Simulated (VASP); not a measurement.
Wanted: the native input for a VASP 6.6.1 run.

| Quantity | Value |
| --- | --- |
| Task | single point |
| Functional | PBE |
| Potentials or basis | VASP PAW PBE potentials, release 64 (Mn_sv, S) |
| Cutoff | 680 eV |
| k mesh | 9 × 9 × 9 |
| Occupations | fermi-dirac, width 0.15 eV |
| Spin | collinear spin, ferromagnetic start |
| Starting moments | [5.01, 0.08] μB |
| Hubbard terms | Mn d U = 6.2 eV |
| Dipole correction | no |
| Further INCAR settings | ALGO = Normal; EDIFF = 1e-06; NBANDS = 22 |

The structure of MnS lies in POSCAR:

```
MnS
1.0
    0.0000000000      2.6045000000      2.6045000000
    2.6045000000      0.0000000000      2.6045000000
    2.6045000000      2.6045000000      0.0000000000
Mn S
1 1
Direct
    0.0000000000      0.0000000000      0.0000000000
    0.5000000000      0.5000000000      0.5000000000
```

These files were run (other wordings do the same):

INCAR

```
SYSTEM = MnS
ALGO     = Normal         ! electronic algorithm
EDIFF    = 1E-6           ! SCF threshold, eV
ENCUT    = 680            ! plane-wave cutoff, eV
GGA      = PE             ! functional
GGA_COMPAT= .False.      
ISIF     = 2              ! what is computed and relaxed
ISMEAR   = -1             ! smearing method
ISPIN    = 2              ! spin polarisation
LASPH    = .True.         ! aspherical terms in the spheres
LCHARG   = .True.         ! write CHGCAR
LDAU     = .True.         ! DFT+U
LDAUJ    = 0 0          
LDAUL    = 2 -1           ! shell
LDAUPRINT= 1            
LDAUTYPE = 2            
LDAUU    = 6.2 0          ! U, eV
LELF     = .True.         ! ELF
LMAXMIX  = 4              ! l up to which the mixer works
LORBIT   = 11             ! projections on sites
LREAL    = .False.        ! projectors in reciprocal space
LVHAR    = .True.       
LWAVE    = .False.        ! write WAVECAR
MAGMOM   = 5.01 0.08      ! initial moments
NBANDS   = 22             ! bands
NELM     = 200            ! most SCF steps
PREC     = Accurate       ! precision mode
SIGMA    = 0.15           ! smearing width, eV
```

KPOINTS

```
k-points
0
Gamma
  9 9 9
  0 0 0
```

Potentials or basis: VASP PAW PBE potentials, release 64 (Mn_sv, S).

Command:

```sh
$ cat potpaw_PBE.64/Mn_sv/POTCAR potpaw_PBE.64/S/POTCAR > POTCAR
$ mpirun -np 1 vasp_std > vasp.out
```

Results of the run:

- Pressure: 5.1 GPa
- Band gap on the k mesh: 1.17 eV (least direct gap 3.30 eV)
- Net moment: 5.00 μB per cell
- Site moments: Mn +4.56; S +0.07 μB
- Valence electrons inside the program's atomic spheres: Mn 12.88; S 3.80

Caveat: the cell stands under pressure; an odd mesh through Γ misses points on the zone boundary, where band edges can lie; a cell with one magnetic atom can't hold antiferromagnetic order, which such compounds often take.

It took 56 s on 1 thread of AMD EPYC 9R45 96-Core Processor (Zen 5), with other jobs on the host, peak memory 0.2 GiB.
